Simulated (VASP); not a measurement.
Set up this calculation in VASP 6.6.1, as the native input.

```
Task                   : single point
Functional             : PBE
Potentials or basis    : VASP PAW PBE potentials, release 64 (W_sv, Se)
Cutoff                 : 520 eV
k mesh                 : 12 × 12 × 2
Occupations            : fermi-dirac, width 0.02 eV
Spin                   : no spin polarisation
Dipole correction      : no
Further INCAR settings : ALGO = Normal; EDIFF = 1e-06; NBANDS = 35
```

The structure of WSe2 lies in POSCAR:

```
WSe2
1.0
    3.2996674462      0.0000000000      0.0000000000
   -1.6498337231      2.8575958324      0.0000000000
    0.0000000000      0.0000000000     12.8857268896
W Se
2 4
Direct
    0.3333333333      0.6666666667      0.2500000000
    0.6666666667      0.3333333333      0.7500000000
    0.6666666667      0.3333333333      0.3790146247
    0.6666666667      0.3333333333      0.1209853753
    0.3333333333      0.6666666667      0.8790146247
    0.3333333333      0.6666666667      0.6209853753
```

This cell differs from its parent crystal: uniaxial z strain -2.0%.

The input as run:

INCAR

```
ALGO     = Normal         # electronic algorithm
EDIFF    = 1E-6           # SCF threshold, eV
ENCUT    = 520            # plane-wave cutoff, eV
GGA      = PE             # functional
ISIF     = 2              # what is computed and relaxed
ISMEAR   = -1             # smearing method
LASPH    = True           # aspherical terms in the spheres
LCHARG   = False          # write CHGCAR
LREAL    = False          # projectors in reciprocal space
LWAVE    = False          # write WAVECAR
NBANDS   = 35             # bands
NELM     = 100            # most SCF steps
PREC     = Accurate       # precision mode
SIGMA    = 0.02           # smearing width, eV
```

KPOINTS

```
k-points
0
Gamma
  12 12 2
```

Potentials or basis: VASP PAW PBE potentials, release 64 (W_sv, Se).

Launch:

```console
$ cat potpaw_PBE.64/W_sv/POTCAR potpaw_PBE.64/Se/POTCAR > POTCAR
$ mpirun -np 1 vasp_std > vasp.out
```

It gave:

- Pressure: 4.3 GPa
- Largest force: 0.334 eV/Å
- Band gap on the k mesh: 0.94 eV (least direct gap 1.47 eV)

Caveat: the cell differs from its parent crystal (uniaxial z strain -2.0%); the cell stands under pressure; spin-orbit coupling is left out, which moves the levels of the heavy elements; this functional lacks dispersion, which binds the layers, so the pressure and a relaxed spacing across them are unreliable.

Wall time 2.3 min on 1 thread of Intel(R) Xeon(R) Platinum 8488C (Sapphire Rapids), on a shared host, peak memory 0.32 GiB.
